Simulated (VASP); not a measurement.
Write the native input for VASP 6.6.1 that does the following.

* Task: single point
* Functional: LDA
* Potentials or basis: VASP PAW LDA potentials, release 64 (Rh_pv)
* Cutoff: 520 eV
* k mesh: 13 × 13 × 1
* Occupations: gaussian, width 0.1 eV
* Spin: no spin polarisation
* Dipole correction: yes
* Further INCAR settings: ALGO = Normal; EDIFF = 1e-06; NBANDS = 62

The structure of Rh lies in POSCAR:

```
Rh
1.0
    2.6542592391      0.0000000000      0.0000000000
    0.0000000000      2.6542592391      0.0000000000
    0.0000000000      0.0000000000     26.2610682420
Rh
7
Direct
    0.5000000000      0.5000000000      0.2855938658
    0.0000000000      0.0000000000      0.3570625772
    0.5000000000      0.5000000000      0.4285312886
    0.0000000000      0.0000000000      0.5000000000
    0.5000000000      0.5000000000      0.5714687114
    0.0000000000      0.0000000000      0.6429374228
    0.5000000000      0.5000000000      0.7144061342
```

These files were run (other wordings do the same):

INCAR

```
SYSTEM = Rh
  ALGO = Normal
  DIPOL = 0.5 0.5 0.500
  EDIFF = 1E-6
  ENCUT = 520
  GGA = CA
  IDIPOL = 3
  ISIF = 2
  ISMEAR = 0
  LASPH = .True.
  LCHARG = .True.
  LDIPOL = .True.
  LELF = .True.
  LREAL = .False.
  LVACPOTAV = .True.
  LVHAR = .True.
  LWAVE = .False.
  NBANDS = 62
  NELM = 80
  PREC = Accurate
  SIGMA = 0.1
```

KPOINTS

```
k-points
0
Gamma
  13 13 1
  0 0 0
```

Potentials or basis: VASP PAW LDA potentials, release 64 (Rh_pv).

Command:

```console
$ cat potpaw_LDA.64/Rh_pv/POTCAR > POTCAR
$ mpirun -np 1 vasp_std > vasp.out
```

Results of the run:

```yaml
Largest_force: 0.612 eV/Å
```

It took 5.8 min on 1 thread of Intel(R) Xeon(R) Platinum 8375C CPU @ 2.90GHz (Ice Lake), with other jobs on the host, peak memory 0.35 GiB.
